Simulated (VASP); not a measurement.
**La3ScAs4: single point with PBE**

The system is La3ScAs4.

```
CELL_PARAMETERS angstrom
5.99817 0.00000 0.00000
0.00000 5.99817 0.00000
0.00000 0.00000 5.99817
ATOMIC_POSITIONS crystal
Sc 0.00000 0.00000 0.00000
As 0.50000 0.50000 0.50000
As 0.00000 0.00000 0.50000
As 0.00000 0.50000 0.00000
As 0.50000 0.00000 0.00000
La 0.50000 0.50000 0.00000
La 0.50000 0.00000 0.50000
La 0.00000 0.50000 0.50000
```

| Item | Value |
| --- | --- |
| Program | VASP 6.6.1 |
| Task | single point |
| Functional | PBE |
| Potentials or basis | VASP PAW PBE potentials, release 64 (Sc_sv, As, La) |
| Cutoff | 520 eV |
| k mesh | 4 × 4 × 4 |
| Occupations | fermi-dirac, width 0.02 eV |
| Spin | no spin polarisation |

The pressure is 2.0 GPa. The band gap on the k mesh is zero (filled and empty bands touch).

Levels at points of the mesh, in eV from the Fermi level:
| k point | band 30 | band 31 | band 32 | band 33 | band 34 | band 35 |
| --- | --- | --- | --- | --- | --- | --- |
| (0.00, 0.00, 0.00) | 0.00 | 0.00 | 0.00 | 0.25 | 0.25 | 0.25 |
| (0.50, 0.00, 0.00) | -0.27 | -0.24 | -0.24 | 0.46 | 0.48 | 1.72 |
| (0.50, 0.50, 0.00) | -1.06 | -0.96 | -0.96 | 1.77 | 1.77 | 1.88 |
| (0.50, 0.50, 0.50) | -1.79 | -1.42 | -1.42 | 2.18 | 2.18 | 2.18 |

Run time: 5.5 min on 1 thread of Intel Xeon 8259CL, with other jobs on the host, peak memory 0.39 GiB.

Caveat: semilocal functionals underestimate gaps, and a narrow one can read as zero; spin-orbit coupling is left out, which moves the levels of the heavy elements.
